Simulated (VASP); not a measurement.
# SiC in VASP: further runs

Runs on SiC. Level: LDA. Tasks: relaxation of cell and atoms, single point.

Everything below comes from runs of VASP 6.6.1. Logs are shortened: lines on timing, memory, paths and dates and some standing lists are left out, and cuts for length are marked.

**1. The cell of the first run**

The structure is orthorhombic, space group Cmc2_1 (No. 36). Conventional cell: a = 3.078 Å, b = 5.335 Å, c = 15.122 Å, α = 90.00°, β = 90.00°, γ = 90.00°. Within 2.5 Å of Si (site symmetry m) lie 4 C at 1.87 to 1.91 Å. Si (site symmetry m) has 4 C at 1.87 to 1.92 Å within 2.5 Å. Si (site symmetry m) has 4 C at 1.87 to 1.92 Å within 2.5 Å. Within 2.5 Å of C (site symmetry m) lie 4 Si at 1.87 to 1.92 Å. C (site symmetry m) has 4 Si at 1.87 to 1.92 Å within 2.5 Å. Within 2.5 Å of C (site symmetry m) lie 4 Si at 1.87 to 1.91 Å.

**2. Relaxation of cell and atoms, LDA**

Input file INCAR:

```
PREC     = Accurate       # precision mode
ENCUT    = 600            # plane-wave cutoff, eV
EDIFF    = 1E-7           # SCF threshold, eV
ISMEAR   = 0              # smearing method
SIGMA    = 0.1            # smearing width, eV
LREAL    = F              # projectors in reciprocal space
LASPH    = T              # aspherical terms in the spheres
NELM     = 60             # most SCF steps
ALGO     = Normal         # electronic algorithm
ISIF     = 3              # what is computed and relaxed
LWAVE    = F              # write WAVECAR
LCHARG   = F              # write CHGCAR
GGA      = CA             # functional
IBRION   = 2              # ionic algorithm
NSW      = 100            # ionic steps
EDIFFG   = -0.05          # ionic threshold
```

Input file KPOINTS:

```
Automatic mesh
0
Gamma
  8 8 2
```

Input file POSCAR:

```
SiC
1.0
    1.5389000000     -2.6675000000      0.0000000000
    1.5389000000      2.6675000000      0.0000000000
    0.0000000000      0.0000000000     15.1219000000
Si C
6 6
Direct
    0.1673000000      0.8327000000      0.8580000000
    0.8327000000      0.1673000000      0.3580000000
    0.5007000000      0.4993000000      0.5241000000
    0.4993000000      0.5007000000      0.0241000000
    0.8357000000      0.1643000000      0.6912400000
    0.1643000000      0.8357000000      0.1912400000
    0.4960000000      0.5040000000      0.6503000000
    0.5040000000      0.4960000000      0.1503000000
    0.1600000000      0.8400000000      0.9817000000
    0.8400000000      0.1600000000      0.4817000000
    0.8290000000      0.1710000000      0.8168000000
    0.1710000000      0.8290000000      0.3168000000
```

Potentials or basis: VASP PAW LDA potentials, release 64 (Si, C).

Run with:

```console
cat potpaw_LDA.64/Si/POTCAR potpaw_LDA.64/C/POTCAR > POTCAR
mpirun -np 1 vasp_std > vasp.out
```

OUTCAR:

```text
PREC = Accurate
   ENCUT = 600
   EDIFF = 1E-7
   ISMEAR = 0
   LREAL = F
   LASPH = T
   NELM = 60
   ISIF = 3
   GGA = CA
   IBRION = 2
   NSW = 100
   EDIFFG = -0.05

 ion  position               nearest neighbor table
   1  0.167  0.833  0.858-  11 1.87  11 1.87   9 1.87  11 1.91   4 3.07   4 3.08   4 3.08   5 3.08
                             5 3.09   5 3.09
   2  0.833  0.167  0.358-  12 1.87  12 1.87  10 1.87  12 1.91   3 3.07   3 3.08   3 3.08   6 3.08
                             6 3.09   6 3.09
   3  0.501  0.499  0.524-  10 1.87  10 1.87   7 1.91  10 1.92   2 3.07   2 3.08   2 3.08   5 3.09
                             5 3.09   5 3.10
   4  0.499  0.501  0.024-   9 1.87   9 1.87   8 1.91   9 1.92   1 3.07   1 3.08   1 3.08   6 3.09
                             6 3.09   6 3.10
   5  0.836  0.164  0.691-   7 1.87   7 1.87  11 1.90   7 1.92   1 3.08   3 3.09   3 3.09   1 3.09
                             1 3.09   3 3.10
   6  0.164  0.836  0.191-   8 1.87   8 1.87  12 1.90   8 1.92   2 3.08   4 3.09   4 3.09   2 3.09
                             2 3.09   4 3.10
   7  0.496  0.504  0.650-   5 1.87   5 1.87   3 1.91   5 1.92
   8  0.504  0.496  0.150-   6 1.87   6 1.87   4 1.91   6 1.92
   9  0.160  0.840  0.982-   1 1.87   4 1.87   4 1.87   4 1.92
  10  0.840  0.160  0.482-   2 1.87   3 1.87   3 1.87   3 1.92
  11  0.829  0.171  0.817-   1 1.87   1 1.87   5 1.90   1 1.91
  12  0.171  0.829  0.317-   2 1.87   2 1.87   6 1.90   2 1.91

  LATTYP: Found a base centered orthorhombic cell.
 ALAT       =     3.0778000000
 B/A-ratio  =     1.7333809864
 C/A-ratio  =     4.9132172331

  Lattice vectors:

 A1 = (   1.5389000000,  -2.6675000000,   0.0000000000)
 A2 = (   1.5389000000,   2.6675000000,   0.0000000000)
 A3 = (   0.0000000000,   0.0000000000,  15.1219000000)

Analysis of symmetry for initial positions (statically):
=====================================================================
 Subroutine PRICEL returns:
 Original cell was already a primitive cell.

 Routine SETGRP: Setting up the symmetry group for a
 base centered orthorhombic supercell.

 Subroutine GETGRP returns: Found  4 space group operations
 (whereof  2 operations were pure point group operations)
 out of a pool of  8 trial point group operations.

The static configuration has the point symmetry C_1h.
 The point group associated with its full space group is C_2v.

Analysis of symmetry for dynamics (positions and initial velocities):
=====================================================================
 Subroutine PRICEL returns:
 Original cell was already a primitive cell.

 Routine SETGRP: Setting up the symmetry group for a
 base centered orthorhombic supercell.

 Subroutine GETGRP returns: Found  4 space group operations
 (whereof  2 operations were pure point group operations)
 out of a pool of  8 trial point group operations.

The dynamic configuration has the point symmetry C_1h.
 The point group associated with its full space group is C_2v.

 Subroutine INISYM returns: Found  4 space group operations
 (whereof  2 operations are pure point group operations),
 and found     1 'primitive' translations

----------------------------------------------------------------------------------------

                                     Primitive cell

  volume of cell :     124.1513

  direct lattice vectors                    reciprocal lattice vectors
     1.538900000 -2.667500000  0.000000000     0.324907401 -0.187441425  0.000000000
     1.538900000  2.667500000  0.000000000     0.324907401  0.187441425  0.000000000
     0.000000000  0.000000000 15.121900000     0.000000000  0.000000000  0.066129256

  length of vectors
     3.079572935  3.079572935 15.121900000     0.375098796  0.375098796  0.066129256

  position of ions in fractional coordinates (direct lattice)
     0.167300000  0.832700000  0.858000000
     0.832700000  0.167300000  0.358000000
     0.500700000  0.499300000  0.524100000
     0.499300000  0.500700000  0.024100000
     0.835700000  0.164300000  0.691240000
     0.164300000  0.835700000  0.191240000
     0.496000000  0.504000000  0.650300000
     0.504000000  0.496000000  0.150300000
     0.160000000  0.840000000  0.981700000
     0.840000000  0.160000000  0.481700000
     0.829000000  0.171000000  0.816800000
     0.171000000  0.829000000  0.316800000

  ion indices of the primitive-cell ions
   primitive index   ion index
                 1           1
                 2           2
                 3           3
                 4           4
                 5           5
                 6           6
                 7           7
                 8           8
                 9           9
                10          10
                11          11
                12          12

----------------------------------------------------------------------------------------

 KPOINTS: Automatic mesh

Automatic generation of k-mesh.
 Grid dimensions read from file:
 generate k-points for:    8    8    2

 Generating k-lattice:

  Cartesian coordinates                     Fractional coordinates (reciprocal lattice)
     0.040613425 -0.023430178  0.000000000     0.125000000  0.000000000  0.000000000
     0.040613425  0.023430178  0.000000000     0.000000000  0.125000000  0.000000000
     0.000000000  0.000000000  0.033064628     0.000000000  0.000000000  0.500000000

  Length of vectors
     0.046887350  0.046887350  0.033064628

  Shift w.r.t. Gamma in fractional coordinates (k-lattice)
     0.000000000  0.000000000  0.000000000

 Subroutine IBZKPT returns following result:
 ===========================================

 Found     42 irreducible k-points:

 Following reciprocal coordinates:
            Coordinates               Weight
  0.000000  0.000000  0.000000      1.000000
  0.125000  0.000000  0.000000      4.000000
  0.250000  0.000000  0.000000      4.000000
  0.375000  0.000000  0.000000      4.000000
  0.500000  0.000000  0.000000      2.000000
  0.125000  0.125000  0.000000      2.000000
[... 16 lines left out ...]
  0.125000  0.000000  0.500000      4.000000
  0.250000  0.000000  0.500000      4.000000
 [... further k-points ...]
   k-points           NKPTS =     42   k-points in BZ     NKDIM =     42   number of bands    NBANDS=     31
   number of dos      NEDOS =    301   number of ions     NIONS =     12
   total plane-waves  NPLWV =  98784
   dimension x,y,z NGX =    28 NGY =   28 NGZ =  126
   dimension x,y,z NGXF=    56 NGYF=   56 NGZF=  252
   ions per type =               6   6
   NGX,Y,Z   is equivalent  to a cutoff of  15.12, 15.12, 13.85 a.u.
   NGXF,Y,Z  is equivalent  to a cutoff of  30.23, 30.23, 27.70 a.u.
 SYSTEM =  unknown system
   PREC   = accura    normal or accurate (medium, high low for compatibility)
   ISTART =      0    job   : 0-new  1-cont  2-samecut
   ICHARG =      2    charge: 1-file 2-atom 10-const
   ISPIN  =      1    spin polarized calculation?
   LNONCOLLINEAR =      F non collinear calculations
   LSORBIT =      F    spin-orbit coupling
   LASPH  =      T    aspherical Exc in radial PAW
   ENCUT  =  600.0 eV  44.10 Ry    6.64 a.u.   6.15  6.15 30.20*2*pi/ulx,y,z
   NELM   =     60;   NELMIN=  2; NELMDL= -5     # of ELM steps
   EDIFF  = 0.1E-06   stopping-criterion for ELM
   LREAL  =      F    real-space projection
   EDIFFG = -.5E-01   stopping-criterion for IOM
   NSW    =    100    number of steps for IOM
   IBRION =      2    ionic relax: 0-MD 1-quasi-New 2-CG
   NFREE  =      1    steps in history (QN), initial steepest desc. (CG)
   ISIF   =      3    stress and relaxation
   ISYM   =      2    0-nonsym 1-usesym 2-fastsym
   POTIM  = 0.5000    time-step for ionic-motion
   TEBEG  =    0.0;   TEEND  =   0.0 temperature during run
   PSTRESS=    0.0 pullay stress
   NELECT =      48.0000    total number of electrons
   NUPDOWN=      -1.0000    fix difference up-down
   EMIN   =  10.00;   EMAX   =-10.00  energy-range for DOS
   EFERMI =   0.00;   METHOD = LEGACY
   ISMEAR =     0;   SIGMA  =   0.10  broadening in eV -4-tet -1-fermi 0-gaus
   EFERMI_NEDOS =   21; number of points for ismear=-14 and -15
   IALGO  =     38    algorithm
   IMIX   =      4    mixing-type and parameters
     AMIX     =   0.40;   BMIX     =  1.00
     AMIX_MAG =   1.60;   BMIX_MAG =  1.00
  volume/ion in A,a.u.               =      10.35        69.82
  Fermi-wavevector in a.u.,A,eV,Ry     =   1.192628  2.253739 19.352390  1.422361
  Thomas-Fermi vector in A             =   2.328661
   LORBIT       =      0    0 simple, 1 ext, 2 COOP (PROOUT), +10 PAW based schemes
   GGA     = CA    functional components
   LHFCALC =     F    Hartree Fock is set to
   AEXX    =    0.0000 exact exchange contribution
   IVDW    =     0    specifies the selected vdW correction
   LEPSILON=     F    determine dielectric tensor
   LRPA    =     F    only Hartree local field effects (RPA)
 conjugate gradient relaxation of ions
 non-spin polarized calculation
 Gauss-broadening in eV      SIGMA  =   0.10
  energy-cutoff  :      600.00
  volume of cell :      124.15
 maximum number of plane-waves:      4172
 NGX is ok and might be reduce to    28
   NGX = 13   NGY = 13   NGZ = 61

--------------------------------------- Ionic step        1  -------------------------------------------

 number of electron      48.0000000 magnetization

 Free energy of the ion-electron system (eV)
  ---------------------------------------------------
  ext. energy  EPLUGINS =         0.00000000
  ---------------------------------------------------
  free energy    TOTEN  =       -99.78330431 eV

  energy without entropy =      -99.78330431  energy(sigma->0) =      -99.78330431

------------------------ aborting loop because EDIFF is reached ----------------------------------------

  FORCE on cell =-STRESS in cart. coord.  units (eV):
  Direction    XX          YY          ZZ          XY          YZ          ZX
  --------------------------------------------------------------------------------------
  -------------------------------------------------------------------------------------
  Total       -1.6027098     -4.3808274     -3.4917737      0.0000000      0.0000000      0.0000000
  in kB      -20.6830363    -56.5347581    -45.0614836      0.0000000      0.0000000      0.0000000
  external PRESSURE =     -40.7597593 kB  Pullay stress =       0.0000000 kB
[... 261 lines left out ...]
  energy  without entropy=      -99.8799184573  energy(sigma->0) =      -99.87991846

--------------------------------------- Ionic step        7  -------------------------------------------

 number of electron      48.0000000 magnetization

 Free energy of the ion-electron system (eV)
  ---------------------------------------------------
  ext. energy  EPLUGINS =         0.00000000
  ---------------------------------------------------
  free energy    TOTEN  =       -99.88022239 eV

  energy without entropy =      -99.88022239  energy(sigma->0) =      -99.88022239

 E-fermi :   8.8155     XC(G=0): -11.6343

 val. band max:        8.3276478836   @ k =   0.0000   0.0000   0.0000
 cond. band min:      10.2803302314   @ k =   0.5000   0.5000   0.0000
 fundamental gap:      1.9526823478
 Fermi energy:         8.8155343506

 k-point     1 :       0.0000    0.0000    0.0000
  band No.  band energies     occupation
      1      -7.1942      2.00000
      2      -6.6617      2.00000
      3      -6.6274      2.00000
      4      -5.0970      2.00000
      5      -5.0646      2.00000
      6      -3.5018      2.00000
[... 805 lines left out ...]
     30      14.3462      0.00000
     31      14.9323      0.00000

 [... further k-points ...]

------------------------ aborting loop because EDIFF is reached ----------------------------------------

  FORCE on cell =-STRESS in cart. coord.  units (eV):
  Direction    XX          YY          ZZ          XY          YZ          ZX
  --------------------------------------------------------------------------------------
  -------------------------------------------------------------------------------------
  Total       -0.0023141     -0.2937892      0.0420205      0.0000000      0.0000000      0.0000000
  in kB       -0.0304275     -3.8630142      0.5525248      0.0000000      0.0000000      0.0000000
  external PRESSURE =      -1.1136389 kB  Pullay stress =       0.0000000 kB
[... 27 lines left out ...]
  FREE ENERGIE OF THE ION-ELECTRON SYSTEM (eV)
  ---------------------------------------------------
  free  energy   TOTEN  =       -99.8802223861 eV

  energy  without entropy=      -99.8802223861  energy(sigma->0) =      -99.88022239

 reached required accuracy - stopping structural energy minimisation
```

It took 29 min on 1 thread of Intel Xeon 8259CL, shared host; peak memory 0.34 GiB.

What came out:

- Free energy: -99.8802 eV
- Relaxed volume: 10.15 Å³/atom
- Relaxed cell: a = 3.062 Å, b = 3.062 Å, c = 15.015 Å, α = 90.00°, β = 90.00°, γ = 120.04°
- Space group after relaxing (to 0.1 Å): P6_3mc (No. 186)
- Energy gained by relaxing: 8.1 meV/atom
- Ionic steps: 7
- Pressure after relaxing: -0.1 GPa
- Largest force after relaxing: 0.047 eV/Å
- Band gap on the k mesh: 1.95 eV (least direct gap 3.06 eV)

Forces in eV/Å, atoms in the order of the input:
```
Si   0.000  0.000  0.000
Si   0.000  0.000  0.000
Si   0.000  0.013 -0.009
Si   0.000 -0.013 -0.009
Si   0.000 -0.005 -0.030
Si   0.000  0.005 -0.030
C    0.000 -0.024  0.027
C    0.000  0.024  0.027
C    0.000 -0.045 -0.012
C    0.000  0.045 -0.012
C    0.000 -0.010  0.024
C    0.000  0.010  0.024
```

Stress tensor (GPa, compression positive):
```
 0.00  0.00  0.00
 0.00 -0.39  0.00
 0.00  0.00  0.06
```

Step by step:
```
step  energy change (eV)  largest force (eV/Å)  pressure (GPa)  volume (Å³)
   1              0.0000                0.7132           -4.08       124.15
   2             -0.0036                0.7830            4.74       119.48
   3             -0.0922                0.1506            0.13       121.72
   4             -0.0922                0.1548            0.22       121.68
   5             -0.0966                0.0654            0.11       121.73
   6             -0.0966                0.0649            0.11       121.73
   7             -0.0969                0.0465           -0.11       121.85
```

Final structure:
```yaml
crystal:
  lattice:
    - [1.52994, -2.65216, 0.00000]
    - [1.52994, 2.65216, 0.00000]
    - [0.00000, 0.00000, 15.01473]
  atoms:
    - { symbol: Si, position: [0.16478, 0.83522, 0.85770] }
    - { symbol: Si, position: [0.83522, 0.16478, 0.35770] }
    - { symbol: Si, position: [0.50247, 0.49753, 0.52450] }
    - { symbol: Si, position: [0.49753, 0.50247, 0.02450] }
    - { symbol: Si, position: [0.83254, 0.16746, 0.69125] }
    - { symbol: Si, position: [0.16746, 0.83254, 0.19125] }
    - { symbol: C, position: [0.49942, 0.50058, 0.64980] }
    - { symbol: C, position: [0.50058, 0.49942, 0.14980] }
    - { symbol: C, position: [0.16392, 0.83608, 0.98273] }
    - { symbol: C, position: [0.83608, 0.16392, 0.48273] }
    - { symbol: C, position: [0.83160, 0.16840, 0.81617] }
    - { symbol: C, position: [0.16840, 0.83160, 0.31617] }
```

Levels at points of the mesh, in eV from the valence-band top:
| k point | band 21 | band 22 | band 23 | band 24 | band 25 | band 26 | band 27 | band 28 |
| --- | --- | --- | --- | --- | --- | --- | --- | --- |
| (0.00, 0.00, 0.00) | -0.30 | -0.04 | -0.01 | 0.00 | 5.29 | 5.46 | 5.87 | 6.39 |
| (0.50, 0.00, 0.00) | -1.84 | -1.81 | -1.69 | -1.11 | 1.96 | 2.14 | 3.15 | 3.85 |
| (0.50, 0.50, 0.00) | -1.83 | -1.80 | -1.69 | -1.10 | 1.95 | 2.16 | 3.17 | 3.85 |
| (0.00, 0.00, 0.50) | -0.11 | -0.11 | -0.10 | -0.10 | 5.35 | 5.35 | 6.10 | 6.10 |
| (0.50, 0.00, 0.50) | -1.73 | -1.73 | -1.32 | -1.32 | 2.00 | 2.00 | 3.37 | 3.37 |
| (0.50, 0.50, 0.50) | -1.74 | -1.74 | -1.31 | -1.31 | 2.01 | 2.01 | 3.38 | 3.38 |

Caveat: the relaxation stopped at a loose force limit of 0.05 eV/Å, so its end isn't a converged minimum.

**3. Single point, LDA**

Input file INCAR:

```
SYSTEM = SiC
PREC     = Accurate       ! precision mode
ENCUT    = 520            ! plane-wave cutoff, eV
EDIFF    = 1E-7           ! SCF threshold, eV
ISMEAR   = 0              ! smearing method
SIGMA    = 0.1            ! smearing width, eV
LREAL    = .False.        ! projectors in reciprocal space
LASPH    = .True.         ! aspherical terms in the spheres
NELM     = 100            ! most SCF steps
ALGO     = Normal         ! electronic algorithm
ISIF     = 2              ! what is computed and relaxed
LWAVE    = .False.        ! write WAVECAR
LCHARG   = .False.        ! write CHGCAR
NBANDS   = 36             ! bands
```

Input file KPOINTS:

```
Automatic mesh
0
Gamma
  6 6 2
  0 0 0
```

POSCAR is that of step 2.

Potentials or basis: VASP PAW LDA potentials, release 64 (Si, C).

Run with:

```console
cat potpaw_LDA.64/Si/POTCAR potpaw_LDA.64/C/POTCAR > POTCAR
mpirun -np 1 vasp_std > vasp.out
```

It took 2.1 min on 1 thread of Intel Xeon 8259CL, shared host; peak memory 0.24 GiB.

The run converged. Its results:

- Free energy: -99.7414 eV
- Pressure: -3.9 GPa
- Largest force: 0.714 eV/Å
- Band gap on the k mesh: 1.82 eV (least direct gap 3.06 eV)

Forces in eV/Å, atoms in the order of the input:
```
Si   0.000  0.503 -0.216
Si   0.000 -0.503 -0.216
Si   0.000 -0.433  0.082
Si   0.000  0.433  0.082
Si   0.000  0.640  0.214
Si   0.000 -0.640  0.214
C    0.000 -0.598 -0.279
C    0.000  0.598 -0.279
C    0.000 -0.586  0.408
C    0.000  0.586  0.408
C    0.000 -0.513 -0.209
C    0.000  0.513 -0.209
```

Stress tensor (GPa, compression positive):
```
-1.87  0.00  0.00
 0.00 -5.44  0.00
 0.00  0.00 -4.43
```

Levels at points of the mesh, in eV from the valence-band top:
| k point | band 22 | band 23 | band 24 | band 25 | band 26 | band 27 |
| --- | --- | --- | --- | --- | --- | --- |
| (0.00, 0.00, 0.00) | -0.21 | -0.11 | 0.00 | 5.04 | 5.19 | 5.63 |
| (0.50, 0.00, 0.00) | -1.88 | -1.72 | -1.16 | 1.90 | 2.04 | 3.03 |
| (0.50, 0.50, 0.00) | -1.94 | -1.72 | -1.29 | 1.82 | 2.04 | 3.01 |
| (0.00, 0.00, 0.50) | -0.31 | -0.09 | -0.09 | 5.10 | 5.10 | 5.86 |
| (0.50, 0.00, 0.50) | -1.83 | -1.36 | -1.36 | 1.91 | 1.91 | 3.25 |
| (0.50, 0.50, 0.50) | -1.81 | -1.49 | -1.49 | 1.89 | 1.89 | 3.20 |

Caveat: the cell stands under tension. LDA gaps usually lie below the measured ones, often by a third to a half.

(Continued in part 2 of 2.)
